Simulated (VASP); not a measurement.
# Ge4H in VASP: further runs, part 3 of 3

VASP 6.6.1. The steps go on from the part before.

## (5) Single point, PBE+D3(BJ)

INCAR

```
SYSTEM = Ge4H
PREC     = Accurate       ! precision mode
ENCUT    = 520            ! plane-wave cutoff, eV
EDIFF    = 1E-6           ! SCF threshold, eV
ISMEAR   = 0              ! smearing method
SIGMA    = 0.1            ! smearing width, eV
LREAL    = .False.        ! projectors in reciprocal space
LASPH    = .True.         ! aspherical terms in the spheres
NELM     = 60             ! most SCF steps
ALGO     = Normal         ! electronic algorithm
ISIF     = 2              ! what is computed and relaxed
LWAVE    = .False.        ! write WAVECAR
LCHARG   = .False.        ! write CHGCAR
LDIPOL   = .True.       
IDIPOL   = 3            
DIPOL    = 0.5 0.5 0.336
GGA      = PE             ! functional
IVDW     = 12             ! dispersion correction
NBANDS   = 36             ! bands
```

KPOINTS

```
Automatic mesh
0
Gamma
  7 7 1
  0 0 0
```

POSCAR

```
Ge4H
1.0
    4.0303587907      0.0000000000      0.0000000000
    0.0000000000      4.0303587907      0.0000000000
    0.0000000000      0.0000000000     21.6416627718
Ge H
4 1
Direct
    0.0000000000      0.5000000000      0.1848286817
    0.0000000000      0.0000000000      0.2506714513
    0.5000000000      0.0000000000      0.3196569899
    0.5000000000      0.5000000000      0.3854446333
    1.0000000000      0.7500000000      0.5379282957
```

Potentials or basis: VASP PAW PBE potentials, release 64 (Ge_d, H).

Command:

```sh
$ cat potpaw_PBE.64/Ge_d/POTCAR potpaw_PBE.64/H/POTCAR > POTCAR
$ mpirun -np 1 vasp_std > vasp.out
```

OUTCAR:

```text
SYSTEM = Ge4H
   PREC = Accurate
   ENCUT = 520
   EDIFF = 1E-6
   ISMEAR = 0
   LREAL = .False.
   LASPH = .True.
   NELM = 60
   ISIF = 2
   GGA = PE
   IVDW = 12
 IVDW          = 12

 ion  position               nearest neighbor table
   1  0.000  0.500  0.185-   2 2.47   2 2.47
   2  0.000  0.000  0.251-   1 2.47   1 2.47   3 2.51   3 2.51
   3  0.500  0.000  0.320-   4 2.47   4 2.47   2 2.51   2 2.51
   4  0.500  0.500  0.385-   3 2.47   3 2.47
   5  0.000  0.750  0.538-

  LATTYP: Found a simple tetragonal cell.
 ALAT       =     4.0303587907
 C/A-ratio  =     5.3696615849

  Lattice vectors:

 A1 = (   4.0303587907,   0.0000000000,   0.0000000000)
 A2 = (   0.0000000000,   4.0303587907,   0.0000000000)
 A3 = (   0.0000000000,   0.0000000000,  21.6416627718)

Analysis of symmetry for initial positions (statically):
=====================================================================
 Subroutine PRICEL returns:
 Original cell was already a primitive cell.

 Routine SETGRP: Setting up the symmetry group for a
 simple tetragonal supercell.

 Subroutine GETGRP returns: Found  2 space group operations
 (whereof  2 operations were pure point group operations)
 out of a pool of 16 trial point group operations.

The static configuration has the point symmetry C_1h.

Analysis of symmetry for dynamics (positions and initial velocities):
=====================================================================
 Subroutine PRICEL returns:
 Original cell was already a primitive cell.

 Routine SETGRP: Setting up the symmetry group for a
 simple tetragonal supercell.

 Subroutine GETGRP returns: Found  2 space group operations
 (whereof  2 operations were pure point group operations)
 out of a pool of 16 trial point group operations.

The dynamic configuration has the point symmetry C_1h.

 Subroutine INISYM returns: Found  2 space group operations
 (whereof  2 operations are pure point group operations),
 and found     1 'primitive' translations

----------------------------------------------------------------------------------------

                                     Primitive cell

  volume of cell :     351.5427

  direct lattice vectors                    reciprocal lattice vectors
     4.030358791  0.000000000  0.000000000     0.248116868  0.000000000  0.000000000
     0.000000000  4.030358791  0.000000000     0.000000000  0.248116868  0.000000000
     0.000000000  0.000000000 21.641662772     0.000000000  0.000000000  0.046207170

  length of vectors
     4.030358791  4.030358791 21.641662772     0.248116868  0.248116868  0.046207170

  position of ions in fractional coordinates (direct lattice)
     0.000000000  0.500000000  0.184828682
     0.000000000  0.000000000  0.250671451
     0.500000000  0.000000000  0.319656990
     0.500000000  0.500000000  0.385444633
     0.000000000  0.750000000  0.537928296

  ion indices of the primitive-cell ions
   primitive index   ion index
                 1           1
                 2           2
                 3           3
                 4           4
                 5           5

[... 33 lines left out ...]
  0.428571  0.000000  0.000000      2.000000
[... 8 lines left out ...]
 -0.285714  0.428571  0.000000      4.000000
  0.428571  0.428571  0.000000      4.000000
   k-points           NKPTS =     16   k-points in BZ     NKDIM =     16   number of bands    NBANDS=     36
   number of dos      NEDOS =    301   number of ions     NIONS =      5
   total plane-waves  NPLWV = 145800
   dimension x,y,z NGX =    30 NGY =   30 NGZ =  162
   dimension x,y,z NGXF=    60 NGYF=   60 NGZF=  324
   ions per type =               4   1
   NGX,Y,Z   is equivalent  to a cutoff of  12.37, 12.37, 12.44 a.u.
   NGXF,Y,Z  is equivalent  to a cutoff of  24.75, 24.75, 24.89 a.u.
 SYSTEM =  Ge4H
   PREC   = accura    normal or accurate (medium, high low for compatibility)
   ISTART =      0    job   : 0-new  1-cont  2-samecut
   ICHARG =      2    charge: 1-file 2-atom 10-const
   ISPIN  =      1    spin polarized calculation?
   LNONCOLLINEAR =      F non collinear calculations
   LSORBIT =      F    spin-orbit coupling
   LASPH  =      T    aspherical Exc in radial PAW
   ENCUT  =  520.0 eV  38.22 Ry    6.18 a.u.   7.49  7.49 40.24*2*pi/ulx,y,z
   NELM   =     60;   NELMIN=  2; NELMDL= -5     # of ELM steps
   EDIFF  = 0.1E-05   stopping-criterion for ELM
   LREAL  =      F    real-space projection
   EDIFFG = 0.1E-04   stopping-criterion for IOM
   NSW    =      0    number of steps for IOM
   IBRION =     -1    ionic relax: 0-MD 1-quasi-New 2-CG
   NFREE  =      0    steps in history (QN), initial steepest desc. (CG)
   ISIF   =      2    stress and relaxation
   ISYM   =      2    0-nonsym 1-usesym 2-fastsym
   POTIM  = 0.5000    time-step for ionic-motion
   TEBEG  =    0.0;   TEEND  =   0.0 temperature during run
   PSTRESS=    0.0 pullay stress
   NELECT =      57.0000    total number of electrons
   NUPDOWN=      -1.0000    fix difference up-down
   EMIN   =  10.00;   EMAX   =-10.00  energy-range for DOS
   EFERMI =   0.00;   METHOD = LEGACY
   ISMEAR =     0;   SIGMA  =   0.10  broadening in eV -4-tet -1-fermi 0-gaus
   EFERMI_NEDOS =   21; number of points for ismear=-14 and -15
   IALGO  =     38    algorithm
   IMIX   =      4    mixing-type and parameters
     AMIX     =   0.40;   BMIX     =  1.00
     AMIX_MAG =   1.60;   BMIX_MAG =  1.00
  volume/ion in A,a.u.               =      70.31       474.47
  Fermi-wavevector in a.u.,A,eV,Ry     =   0.892703  1.686964 10.842742  0.796919
  Thomas-Fermi vector in A             =   2.014686
   LORBIT       =      0    0 simple, 1 ext, 2 COOP (PROOUT), +10 PAW based schemes
   GGA     = PE    functional components
   LHFCALC =     F    Hartree Fock is set to
   AEXX    =    0.0000 exact exchange contribution
   IVDW    =    12    specifies the selected vdW correction
   LEPSILON=     F    determine dielectric tensor
   LRPA    =     F    only Hartree local field effects (RPA)
 non-spin polarized calculation
 Gauss-broadening in eV      SIGMA  =   0.10
  energy-cutoff  :      520.00
  volume of cell :      351.54
 maximum number of plane-waves:      9517
 NGX is ok and might be reduce to    30
   NGX = 15   NGY = 15   NGZ = 81

 dipolmoment           0.000000      0.000000     -0.000002 electrons x Angstroem

 number of electron      56.9999904 magnetization

 dipolmoment           0.000000      0.000000      0.145145 electrons x Angstroem

 Free energy of the ion-electron system (eV)
  ---------------------------------------------------
  ext. energy  EPLUGINS =         0.00000000
  ---------------------------------------------------
  free energy    TOTEN  =       -15.82004384 eV

  energy without entropy =      -15.79690881  energy(sigma->0) =      -15.80847632

 E-fermi :  -2.9753     XC(G=0):  -3.8550

 val. band max:       -2.9830503508   @ k =   0.0000   0.2857   0.0000
 cond. band min:      -2.9156917568   @ k =  -0.1429   0.2857   0.0000
 fundamental gap:      0.0673585940
 Fermi energy:        -2.9752728768

 k-point     1 :       0.0000    0.0000    0.0000
  band No.  band energies     occupation
      1     -27.4158      2.00000
      2     -27.3762      2.00000
      3     -27.3447      2.00000
      4     -27.3423      2.00000
      5     -27.2823      2.00000
      6     -27.2745      2.00000
[... 613 lines left out ...]
     35       1.9852      0.00000
     36       3.2259      0.00000

------------------------ aborting loop because EDIFF is reached ----------------------------------------

 vacuum level on the upper side and lower side of the slab       (xc-potential included)         0.625        -0.944

 Edisp (eV)   -0.87967

 E8    (eV) :    -0.4064

  FORCE on cell =-STRESS in cart. coord.  units (eV):
  Direction    XX          YY          ZZ          XY          YZ          ZX
  --------------------------------------------------------------------------------------
  -------------------------------------------------------------------------------------
  Total      -2.75269    -0.31546    -1.22400     0.00000    -0.37063     0.00000
  in kB     -12.54555    -1.43773    -5.57845     0.00000    -1.68917     0.00000
  external pressure =       -6.52 kB  Pullay stress =        0.00 kB

 VOLUME and BASIS-vectors are now :
 -----------------------------------------------------------------------------
  energy-cutoff  :      520.00
  volume of cell :      351.54
      direct lattice vectors                 reciprocal lattice vectors
     4.030358791  0.000000000  0.000000000     0.248116868  0.000000000  0.000000000
     0.000000000  4.030358791  0.000000000     0.000000000  0.248116868  0.000000000
     0.000000000  0.000000000 21.641662772     0.000000000  0.000000000  0.046207170

 POSITION                                       TOTAL-FORCE (eV/Angst)
 -----------------------------------------------------------------------------------
      0.00000      2.01518      4.00000         0.000000      0.003578     -0.082077
      0.00000      0.00000      5.42495         0.000000      0.024645      0.123505
      2.01518      0.00000      6.91791         0.000000     -0.042956      0.006208
      2.01518      2.01518      8.34166         0.000000      0.119076      0.307992
      0.00000      3.02277     11.64166         0.000000     -0.104343     -0.355628
 -----------------------------------------------------------------------------------
    total drift:                                0.000000     -0.000015     -0.001328

  FREE ENERGIE OF THE ION-ELECTRON SYSTEM (eV)
  ---------------------------------------------------
  free  energy   TOTEN  =       -16.6997145609 eV

  energy  without entropy=      -16.6765795247  energy(sigma->0) =      -16.68814704

 vacuum level on the upper side and lower side of the slab         3.404         1.794
```

Run time: 6.7 min. Hardware: 1 thread of Intel Xeon 8259CL, shared host; peak memory 0.48 GiB.

What came out:

| Property | Result |
| --- | --- |
| Free energy | -16.6997 eV |
| Largest force | 0.371 eV/Å |
| Band gap on the k mesh | zero (an odd number of electrons rules out a gap without spin polarisation) |
| Dispersion energy per atom | -0.176 eV |

Forces in eV/Å, atoms in the order of the input:
```
Ge   0.000  0.004 -0.082
Ge   0.000  0.025  0.124
Ge   0.000 -0.043  0.006
Ge   0.000  0.119  0.308
H    0.000 -0.104 -0.356
```

Levels at points of the mesh, in eV from the Fermi level:
```
           k point  band 26  band 27  band 28  band 29  band 30  band 31
(0.00, 0.00, 0.00)    -1.46    -0.50    -0.30     0.78     1.32     1.96
```

## (6) Overview

| cell | gap on the mesh (eV) | largest force (eV/Å) |
| --- | --- | --- |
| as given, atomic positions A | none | 0.60 |
| as given, atomic positions B | none | 0.65 |
| as given, atomic positions C | none | 0.26 |
| as given, atomic positions D | none | 0.37 |

Alike in all rows: task single point; level PBE+D3(BJ); potentials or basis VASP PAW PBE potentials, release 64 (Ge_d, H); no spin polarisation; k mesh 7 × 7 × 1; cutoff (eV) 520; smearing gaussian 0.1 eV.

Absolute energies hang on the potentials; compare differences alone.
